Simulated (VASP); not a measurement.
# Zn6InO8 (a cell with a defect) in VASP: a series of runs

The runs below take Zn6InO8 (a cell with a defect) through single point, with PBE.

Everything below comes from runs of VASP 6.6.1. Logs are shortened: lines on timing, memory, paths and dates and some standing lists are left out, and cuts for length are marked.

### 1 The cell of the first run

The cell holds a defect, 15 atoms: a = 6.499 Å, b = 5.628 Å, c = 5.204 Å, α = 90.00°, β = 90.00°, γ = 90.00°.

### 2 Single point, PBE

INCAR reads:

```
SYSTEM = Zn6InO8
  PREC = Accurate
  ENCUT = 520
  EDIFF = 1E-7
  ISMEAR = -1
  SIGMA = 0.05
  LREAL = Auto
  LASPH = .TRUE.
  NELM = 80
  ALGO = Normal
  ISIF = 2
  LWAVE = .FALSE.
  LCHARG = .FALSE.
  GGA = PE
  NBANDS = 80
  NELECT = 132.0
```

KPOINTS reads:

```
regular mesh
0
G
  2 2 2
  0 0 0
```

POSCAR reads:

```
Zn6InO8
1.0
   -3.2494000000     -5.6281260000      0.0000000000
    4.8741000000     -2.8140630000      0.0000000000
    0.0000000000      0.0000000000      5.2038000000
Zn O In
6 8 1
Direct
    0.5125571694      0.3180275879      0.0111189900
    0.4587307636      0.6774331145      0.5208211307
    0.2845022614      0.8247503433      0.0032760675
    0.2305628345      0.1735029799      0.4896796572
    0.0230559617      0.3182068570     -0.0074737692
    0.7405818405      0.1924861272      0.5197423037
    0.4836832547      0.3494707470      0.3906241593
    0.5300430255      0.6509779871      0.8942419001
    0.2313546796      0.8493493970      0.3677093662
    0.2705265671      0.1520713623      0.8677597141
   -0.0156560742      0.3228052671      0.3643124255
    0.0485200999      0.6429066315      0.8821491987
    0.6914747709      0.8682374429      0.4182808717
    0.7663446979      0.1527686057      0.8976640148
   -0.1890020302      0.7983155460      0.0692232599
```

Potentials or basis: VASP PAW PBE potentials, release 64 (Zn, O, In_d).

On the command line:

```bash
cat potpaw_PBE.64/Zn/POTCAR potpaw_PBE.64/O/POTCAR potpaw_PBE.64/In_d/POTCAR > POTCAR
mpirun -np 1 vasp_std > vasp.out
```

OUTCAR:

```text
SYSTEM = Zn6InO8
   PREC = Accurate
   ENCUT = 520
   EDIFF = 1E-7
   ISMEAR = -1
   LREAL = Auto
   LASPH = .TRUE.
   NELM = 80
   ISIF = 2
   GGA = PE
   NELECT = 132.0

 ion  position               nearest neighbor table
   1  0.513  0.318  0.011-   8 1.97  10 1.98  14 1.98   7 1.99   6 3.04  15 3.34  15 3.52
   2  0.459  0.677  0.521-  13 1.93   9 1.94   7 1.97   8 2.00   3 2.88   3 3.04  15 3.35
   3  0.285  0.825  0.003-   9 1.93  12 1.95   8 1.96  10 1.97   2 2.88   2 3.04  15 3.10  15 3.44

   4  0.231  0.174  0.490-  11 1.92   9 1.93   7 1.99  10 1.99   5 3.03
   5  0.023  0.318  0.993-  12 1.92  11 1.95  10 1.97  14 1.97   4 3.03  15 3.06  15 3.26
   6  0.741  0.192  0.520-  11 1.92  13 1.93  14 1.99   7 2.00   1 3.04  15 3.26
   7  0.484  0.349  0.391-   2 1.97   4 1.99   1 1.99   6 2.00
   8  0.530  0.651  0.894-   3 1.96   1 1.97   2 2.00  15 2.20
   9  0.231  0.849  0.368-   4 1.93   3 1.93   2 1.94
  10  0.271  0.152  0.868-   5 1.97   3 1.97   1 1.98   4 1.99
  11  0.984  0.323  0.364-   4 1.92   6 1.92   5 1.95
  12  0.049  0.643  0.882-   5 1.92   3 1.95  15 2.02
  13  0.691  0.868  0.418-   6 1.93   2 1.93  15 2.01
  14  0.766  0.153  0.898-   5 1.97   1 1.98   6 1.99  15 2.20
  15  0.811  0.798  0.069-  13 2.01  12 2.02   8 2.20  14 2.20   5 3.06   3 3.10   5 3.26   6 3.26
                             1 3.34   2 3.35   3 3.44   1 3.52

  LATTYP: Found a simple orthorhombic cell.
 ALAT       =     5.2038000000
 B/A-ratio  =     1.0815415505
 C/A-ratio  =     1.2488566224

  Lattice vectors:

 A1 = (   0.0000000000,   0.0000000000,  -5.2038000000)
 A2 = (   4.8741000000,  -2.8140630000,   0.0000000000)
 A3 = (  -3.2494000000,  -5.6281260000,   0.0000000000)

Analysis of symmetry for initial positions (statically):
=====================================================================
 Subroutine PRICEL returns:
 Original cell was already a primitive cell.

 Routine SETGRP: Setting up the symmetry group for a
 simple orthorhombic supercell.

 Subroutine GETGRP returns: Found  1 space group operations
 (whereof  1 operations were pure point group operations)
 out of a pool of  8 trial point group operations.

The static configuration has the point symmetry C_1 .

Analysis of symmetry for dynamics (positions and initial velocities):
=====================================================================
 Subroutine PRICEL returns:
 Original cell was already a primitive cell.

 Routine SETGRP: Setting up the symmetry group for a
 simple orthorhombic supercell.

 Subroutine GETGRP returns: Found  1 space group operations
 (whereof  1 operations were pure point group operations)
 out of a pool of  8 trial point group operations.

The dynamic configuration has the point symmetry C_1 .

 Subroutine INISYM returns: Found  1 space group operations
 (whereof  1 operations are pure point group operations),
 and found     1 'primitive' translations

----------------------------------------------------------------------------------------

                                     Primitive cell

  volume of cell :     190.3345

  direct lattice vectors                    reciprocal lattice vectors
    -3.249400000 -5.628126000  0.000000000    -0.076937281 -0.133259277  0.000000000
     4.874100000 -2.814063000  0.000000000     0.153874561 -0.088839518  0.000000000
     0.000000000  0.000000000  5.203800000     0.000000000  0.000000000  0.192167262

  length of vectors
     6.498800092  5.628125921  5.203800000     0.153874559  0.177679038  0.192167262

  position of ions in fractional coordinates (direct lattice)
     0.512557169  0.318027588  0.011118990
     0.458730764  0.677433114  0.520821131
     0.284502261  0.824750343  0.003276068
     0.230562834  0.173502980  0.489679657
     0.023055962  0.318206857  0.992526231
     0.740581840  0.192486127  0.519742304
     0.483683255  0.349470747  0.390624159
     0.530043025  0.650977987  0.894241900
     0.231354680  0.849349397  0.367709366
     0.270526567  0.152071362  0.867759714
     0.984343926  0.322805267  0.364312426
     0.048520100  0.642906631  0.882149199
     0.691474771  0.868237443  0.418280872
     0.766344698  0.152768606  0.897664015
     0.810997970  0.798315546  0.069223260

  ion indices of the primitive-cell ions
   primitive index   ion index
                 1           1
                 2           2
                 3           3
                 4           4
                 5           5
                 6           6
                 7           7
                 8           8
                 9           9
                10          10
                11          11
                12          12
                13          13
                14          14
                15          15

----------------------------------------------------------------------------------------

 KPOINTS: regular mesh

Automatic generation of k-mesh.
 Grid dimensions read from file:
[... 44 lines left out ...]
   LSORBIT =      F    spin-orbit coupling
   LASPH  =      T    aspherical Exc in radial PAW
   ENCUT  =  520.0 eV  38.22 Ry    6.18 a.u.  12.08 10.46  9.68*2*pi/ulx,y,z
   NELM   =     80;   NELMIN=  2; NELMDL= -5     # of ELM steps
   EDIFF  = 0.1E-06   stopping-criterion for ELM
   LREAL  =      T    real-space projection
   EDIFFG = 0.1E-05   stopping-criterion for IOM
   NSW    =      0    number of steps for IOM
   IBRION =     -1    ionic relax: 0-MD 1-quasi-New 2-CG
   NFREE  =      0    steps in history (QN), initial steepest desc. (CG)
   ISIF   =      2    stress and relaxation
   ISYM   =      2    0-nonsym 1-usesym 2-fastsym
   POTIM  = 0.5000    time-step for ionic-motion
   TEBEG  =    0.0;   TEEND  =   0.0 temperature during run
   PSTRESS=    0.0 pullay stress
   NELECT =     132.0000    total number of electrons
   NUPDOWN=      -1.0000    fix difference up-down
   EMIN   =  10.00;   EMAX   =-10.00  energy-range for DOS
   EFERMI =   0.00;   METHOD = LEGACY
   ISMEAR =    -1;   SIGMA  =   0.05  broadening in eV -4-tet -1-fermi 0-gaus
   EFERMI_NEDOS =   21; number of points for ismear=-14 and -15
   IALGO  =     38    algorithm
   IMIX   =      4    mixing-type and parameters
     AMIX     =   0.40;   BMIX     =  1.00
     AMIX_MAG =   1.60;   BMIX_MAG =  1.00
  volume/ion in A,a.u.               =      12.69        85.63
  Fermi-wavevector in a.u.,A,eV,Ry     =   1.449084  2.738372 28.570125  2.099845
  Thomas-Fermi vector in A             =   2.566851
   LORBIT       =      0    0 simple, 1 ext, 2 COOP (PROOUT), +10 PAW based schemes
   GGA     = PE    functional components
[... 5 lines left out ...]
 non-spin polarized calculation
  energy-cutoff  :      520.00
  volume of cell :      190.33
 maximum number of plane-waves:      5148
   NGX = 25   NGY = 21   NGZ = 19

 number of electron     132.0000009 magnetization

 Free energy of the ion-electron system (eV)
  ---------------------------------------------------
  ext. energy  EPLUGINS =         0.00000000
  ---------------------------------------------------
  free energy    TOTEN  =       -68.36930165 eV

  energy without entropy =      -68.28565160  energy(sigma->0) =      -68.32747662

 E-fermi :   0.9829     XC(G=0): -10.4822

 val. band max:        0.9671231936   @ k =   0.5000   0.5000   0.0000
 cond. band min:       1.0029910543   @ k =  -0.0000   0.5000   0.0000
 fundamental gap:      0.0358678607
 Fermi energy:         0.9829469625

 k-point     1 :       0.0000    0.0000    0.0000
  band No.  band energies     occupation
      1     -16.6771      2.00000
      2     -16.1013      2.00000
      3     -16.0707      2.00000
      4     -16.0421      2.00000
      5     -15.9869      2.00000
      6     -15.7524      2.00000
[... 70 lines left out ...]
     77       9.7884      0.00000
     78      10.2171      0.00000
[... 565 lines left out ...]
     77      10.1727      0.00000
     78      10.4249      0.00000
 [bands above 78 left out]

------------------------ aborting loop because EDIFF is reached ----------------------------------------

  FORCE on cell =-STRESS in cart. coord.  units (eV):
  Direction    XX          YY          ZZ          XY          YZ          ZX
  --------------------------------------------------------------------------------------
  -------------------------------------------------------------------------------------
  Total       -2.8121045     -2.3690670     -1.5583449     -1.2037643      1.3116771      2.4319837
  in kB      -23.6714281    -19.9420746    -13.1176669    -10.1329168     11.0412930     20.4716883
  external PRESSURE =     -18.9103899 kB  Pullay stress =       0.0000000 kB

 VOLUME and BASIS-vectors are now :
 -----------------------------------------------------------------------------
  energy-cutoff  :      520.00
  volume of cell :      190.33
      direct lattice vectors                 reciprocal lattice vectors
    -3.249400000 -5.628126000  0.000000000    -0.076937281 -0.133259277  0.000000000
     4.874100000 -2.814063000  0.000000000     0.153874561 -0.088839518  0.000000000
     0.000000000  0.000000000  5.203800000     0.000000000  0.000000000  0.192167262

 POSITION                                       TOTAL-FORCE (eV/Angst)
 -----------------------------------------------------------------------------------
     -0.11541     -3.77969      0.05786         0.001866      0.036824      0.045654
      1.81128     -4.48813      2.71025        -0.083912     -0.079601      0.024536
      3.09545     -3.92211      0.01705         0.049643      0.094422      0.055114
      0.09648     -1.78588      2.54820        -0.048257     -0.023193      0.110829
      1.47605     -1.02522      5.16491         0.049790     -0.052650      0.122840
     -1.46825     -4.70976      2.70463        -0.024930      0.009327     -0.016833
      0.13168     -3.70566      2.03273        -0.054641     -0.008757      0.059064
      1.45061     -4.81504      4.65346         0.016132     -0.047941      0.051759
      3.38805     -3.69222      1.91349        -0.127994     -0.139258      0.139040
     -0.13784     -1.95050      4.51565        -0.000935      0.019252      0.072004
     -1.62514     -6.44841      1.89581        -0.149183     -0.011522      0.102533
      2.97593     -2.08226      4.59053         0.041868      0.012437     -0.029982
      1.98500     -6.33498      2.17665        -0.213942     -0.130766      0.009414
     -1.74555     -4.74299      4.67126        -0.035462      0.012417      0.032247
      1.25581     -6.81091      0.36022         0.579957      0.309010     -0.778220
 -----------------------------------------------------------------------------------
    total drift:                                0.009481     -0.020603      0.008934

  FREE ENERGIE OF THE ION-ELECTRON SYSTEM (eV)
  ---------------------------------------------------
  free  energy   TOTEN  =       -68.3693016480 eV

  energy  without entropy=      -68.2856515965  energy(sigma->0) =      -68.32747662
```

It took 8.2 min on 1 thread of Intel Xeon 8259CL, shared host; peak memory 0.31 GiB.

What came out:

| Property | Result |
| --- | --- |
| Free energy | -68.3693 eV |
| Largest force | 1.019 eV/Å |

Forces in eV/Å, atoms in the order of the input:
```
Zn   0.002  0.037  0.046
Zn  -0.084 -0.080  0.025
Zn   0.050  0.094  0.055
Zn  -0.048 -0.023  0.111
Zn   0.050 -0.053  0.123
Zn  -0.025  0.009 -0.017
O   -0.055 -0.009  0.059
O    0.016 -0.048  0.052
O   -0.128 -0.139  0.139
O   -0.001  0.019  0.072
O   -0.149 -0.012  0.103
O    0.042  0.012 -0.030
O   -0.214 -0.131  0.009
O   -0.035  0.012  0.032
In   0.580  0.309 -0.778
```

Levels at points of the mesh, in eV from the Fermi level:
| k point | band 63 | band 64 | band 65 | band 66 | band 67 | band 68 | band 69 | band 70 |
| --- | --- | --- | --- | --- | --- | --- | --- | --- |
| (0.00, 0.00, 0.00) | -0.39 | -0.26 | 0.21 | 0.26 | 0.28 | 1.49 | 5.36 | 6.15 |
| (0.50, 0.00, 0.00) | -0.37 | -0.17 | -0.06 | 0.02 | 0.13 | 3.25 | 3.63 | 6.49 |
| (0.00, 0.50, 0.00) | -0.40 | -0.22 | -0.10 | -0.06 | 0.02 | 3.51 | 3.77 | 5.93 |
| (0.50, 0.50, 0.00) | -0.42 | -0.37 | -0.30 | -0.12 | -0.02 | 4.19 | 4.69 | 5.02 |
| (0.00, 0.00, 0.50) | -0.54 | -0.18 | -0.14 | 0.03 | 0.07 | 3.41 | 4.55 | 5.50 |
| (0.50, 0.00, 0.50) | -0.60 | -0.45 | -0.32 | -0.21 | -0.11 | 4.11 | 5.12 | 5.43 |
| (0.00, 0.50, 0.50) | -0.61 | -0.55 | -0.40 | -0.27 | -0.14 | 4.13 | 4.91 | 5.52 |
| (0.50, 0.50, 0.50) | -0.68 | -0.62 | -0.44 | -0.29 | -0.19 | 4.50 | 5.42 | 5.90 |

Caveat: the k points lie up to 0.60 Å⁻¹ apart; the cell carries a net charge on a neutralising background, which shifts energy and pressure; the cell is charged against a uniform background, so pressure and absolute levels hang on convention; spin-orbit coupling is left out, which moves the levels of the heavy elements.

### 3 Single point, PBE

INCAR reads:

```
ALGO = Normal
EDIFF = 1E-6
ENCUT = 520
GGA = PE
ISIF = 2
ISMEAR = -1
LASPH = T
LCHARG = T
LELF = T
LREAL = Auto
LVHAR = T
LWAVE = F
NBANDS = 80
NELECT = 132.0
NELM = 100
PREC = Accurate
SIGMA = 0.05
```

KPOINTS reads:

```
k-points
0
Gamma
  2 2 2
```

POSCAR reads:

```
Zn6InO8
1.0
   -3.2494000000     -5.6281260000      0.0000000000
    4.8741000000     -2.8140630000      0.0000000000
    0.0000000000      0.0000000000      5.2038000000
Zn O In
6 8 1
Direct
    0.4933575428      0.3272608275      0.0064149276
    0.4862843294      0.6677578015      0.5027011030
    0.2493286603      0.8298562912      0.0054965602
    0.2409430436      0.1652092337      0.4992918636
    0.0110406339      0.3390485291      0.0023855644
    0.7497597719      0.1800185476      0.4987524501
    0.4928123750      0.3376437766      0.3864475960
    0.4963806180      0.6586516855      0.8819939275
    0.2641415606      0.8489156125      0.3706898805
    0.2517075191      0.1589525066      0.8756572120
   -0.0011972322      0.3084490908      0.3679149852
    0.0208632350      0.6558105077      0.8756376110
    0.7263304183      0.8480950455      0.4021324801
    0.7518095280      0.1810237542      0.8814376033
   -0.2335621369      0.8266400345      0.0070461970
```

Potentials or basis: VASP PAW PBE potentials, release 64 (Zn, O, In_d).

On the command line:

```bash
cat potpaw_PBE.64/Zn/POTCAR potpaw_PBE.64/O/POTCAR potpaw_PBE.64/In_d/POTCAR > POTCAR
mpirun -np 1 vasp_std > vasp.out
```

Run time: 8.2 min. Hardware: 1 thread of Intel Xeon 8259CL, shared host; peak memory 0.31 GiB.

It converged, with:

| Item | Value |
| --- | --- |
| Free energy | -68.7466 eV |
| Largest force | 0.074 eV/Å |

Forces in eV/Å, atoms in the order of the input:
```
Zn  -0.008 -0.004  0.011
Zn  -0.035  0.012  0.037
Zn   0.003 -0.025 -0.024
Zn   0.010 -0.030  0.019
Zn  -0.008  0.014 -0.027
Zn   0.019  0.013  0.009
O   -0.007  0.012 -0.002
O    0.002 -0.027  0.011
O    0.014  0.052  0.018
O   -0.007  0.002  0.006
O    0.049 -0.025  0.011
O    0.025  0.020 -0.067
O   -0.030 -0.007  0.001
O   -0.020  0.007  0.003
In  -0.007 -0.014 -0.007
```

Levels at points of the mesh, in eV from the Fermi level:
| k point | band 64 | band 65 | band 66 | band 67 | band 68 | band 69 |
| --- | --- | --- | --- | --- | --- | --- |
| (0.00, 0.00, 0.00) | -0.33 | 0.22 | 0.27 | 0.28 | 1.49 | 5.34 |
| (0.50, 0.00, 0.00) | -0.23 | -0.12 | 0.04 | 0.09 | 3.05 | 3.79 |
| (0.00, 0.50, 0.00) | -0.18 | -0.16 | -0.10 | 0.06 | 3.47 | 3.90 |
| (0.50, 0.50, 0.00) | -0.40 | -0.31 | -0.25 | 0.01 | 4.00 | 4.85 |
| (0.00, 0.00, 0.50) | -0.28 | -0.27 | 0.06 | 0.09 | 3.43 | 4.69 |
| (0.50, 0.00, 0.50) | -0.54 | -0.32 | -0.22 | -0.10 | 4.17 | 5.09 |
| (0.00, 0.50, 0.50) | -0.71 | -0.54 | -0.27 | -0.13 | 4.35 | 5.08 |
| (0.50, 0.50, 0.50) | -0.75 | -0.52 | -0.26 | -0.19 | 4.68 | 5.60 |

Caveat: the k points lie up to 0.60 Å⁻¹ apart; the cell carries a net charge on a neutralising background, which shifts energy and pressure; the cell is charged against a uniform background, so pressure and absolute levels hang on convention; spin-orbit coupling is left out, which moves the levels of the heavy elements.

### 4 Single point, PBE

INCAR reads:

```
ALGO = Normal
EDIFF = 1E-6
ENCUT = 520
GGA = PE
ISIF = 2
ISMEAR = -1
LASPH = True
LCHARG = False
LREAL = Auto
LWAVE = False
NBANDS = 80
NELECT = 132.0
NELM = 60
PREC = Accurate
SIGMA = 0.05
```

KPOINTS is that of step 3.

POSCAR reads:

```
Zn6InO8
1.0
   -3.2494000000     -5.6281260000      0.0000000000
    4.8741000000     -2.8140630000      0.0000000000
    0.0000000000      0.0000000000      5.2038000000
Zn O In
6 8 1
Direct
    0.5168431087      0.3298688984      0.0075196971
    0.4812237540      0.6722827735      0.5169554941
    0.2815951183      0.8320471835     -0.0100076867
    0.2477846472      0.1801305744      0.5004715785
    0.0093476275      0.3107433538     -0.0269810523
    0.7336893772      0.1723617206      0.5163559322
    0.4928149577      0.3492289702      0.3810240593
    0.5051471736      0.6474403943      0.8790120681
    0.2439388985      0.8499550803      0.3795851109
    0.2685003284      0.1615284806      0.8804483262
   -0.0119191797      0.3189166856      0.3762502402
    0.0284105276      0.6523830386      0.9381918982
    0.6919280749      0.8662050607      0.3740676044
    0.7554396531      0.1755420711      0.8796162420
   -0.0429046715      0.6886277590      0.3468780507
```

On the command line:

```bash
cat potpaw_PBE.64/Zn/POTCAR potpaw_PBE.64/O/POTCAR potpaw_PBE.64/In_d/POTCAR > POTCAR
mpirun -np 1 vasp_std > vasp.out
```

Run time: 8.2 min. Hardware: 1 thread of Intel Xeon 8259CL, shared host; peak memory 0.31 GiB.

Results (log left out):

| Property | Result |
| --- | --- |
| Free energy | -68.2404 eV |
| Largest force | 0.115 eV/Å |

Forces on the atoms (eV/Å):
```
Zn   0.006  0.025  0.019
Zn  -0.002  0.004 -0.031
Zn   0.044  0.008  0.012
Zn  -0.001 -0.006  0.001
Zn  -0.007 -0.001  0.006
Zn   0.010 -0.010 -0.037
O   -0.008 -0.016  0.007
O   -0.009 -0.049  0.012
O   -0.021  0.008  0.013
O    0.012 -0.004 -0.002
O    0.007 -0.008  0.001
O    0.076  0.039 -0.044
O   -0.029 -0.025 -0.060
O   -0.029  0.038 -0.001
In  -0.050 -0.003  0.104
```

Levels at points of the mesh, in eV from the Fermi level:
```
           k point  band 64  band 65  band 66  band 67  band 68  band 69
(0.00, 0.00, 0.00)    -0.34     0.20     0.27     0.33     1.49     4.96
(0.50, 0.00, 0.00)    -0.23    -0.15     0.04     0.16     3.11     3.79
(0.00, 0.50, 0.00)    -0.23    -0.20    -0.08     0.04     3.48     3.90
(0.50, 0.50, 0.00)    -0.44    -0.33    -0.12    -0.04     4.01     4.88
(0.00, 0.00, 0.50)    -0.28    -0.23     0.10     0.12     3.30     4.58
(0.50, 0.00, 0.50)    -0.48    -0.31    -0.25    -0.11     4.05     5.15
(0.00, 0.50, 0.50)    -0.60    -0.52    -0.24    -0.12     4.25     5.02
(0.50, 0.50, 0.50)    -0.68    -0.47    -0.35    -0.21     4.61     5.65
```

Caveat: the k points lie up to 0.60 Å⁻¹ apart; the cell carries a net charge on a neutralising background, which shifts energy and pressure; the cell is charged against a uniform background, so pressure and absolute levels hang on convention; spin-orbit coupling is left out, which moves the levels of the heavy elements.
